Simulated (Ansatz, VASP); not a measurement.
**MgF2: VASP beside Ansatz**

```
CELL_PARAMETERS angstrom
4.62190 0.00000 0.00000
0.00000 4.62209 0.00000
0.00000 0.00000 3.04615
ATOMIC_POSITIONS crystal
Mg 0.50000 0.50000 0.50000
Mg 0.00000 0.00000 0.00000
F 0.80291 0.19701 0.50000
F 0.19709 0.80299 0.50000
F 0.30291 0.30299 0.00000
F 0.69709 0.69701 0.00000
```

Alike in both runs: task single point; functional r2SCAN; k mesh 6 × 6 × 8; no spin polarisation.

|  | VASP | Ansatz |
| --- | --- | --- |
| version | VASP 6.6.1 | Ansatz 0.2.0 |
| potentials or method | VASP PAW PBE potentials, release 64 (Mg, F) | plane waves, PAW |
| plane-wave cutoff (eV) | 660 | 500 |
| occupations | gaussian, width 0.01 eV | fixed |
| valence electrons in the cell | 32 | 48 |

```tsv
	VASP	Ansatz	Ansatz less VASP
gap on the k mesh at the Fermi level (eV)	8.03	8.07	+0.037
pressure (GPa)	-1.5	0.0	+1.46
traceless stress, the component that is largest in VASP (GPa)	-0.09	0.00	+0.092
rms of the force components (eV/Å)	0.003	0.000	-0.0031
```

VASP's potentials were made for PBE, not for r2SCAN. Atom by atom the forces differ by 0.003 eV/Å (rms over components). VASP's potentials hold 32 valence electrons a cell and Ansatz's 48, so a difference there can come from the potentials and not from the codes.
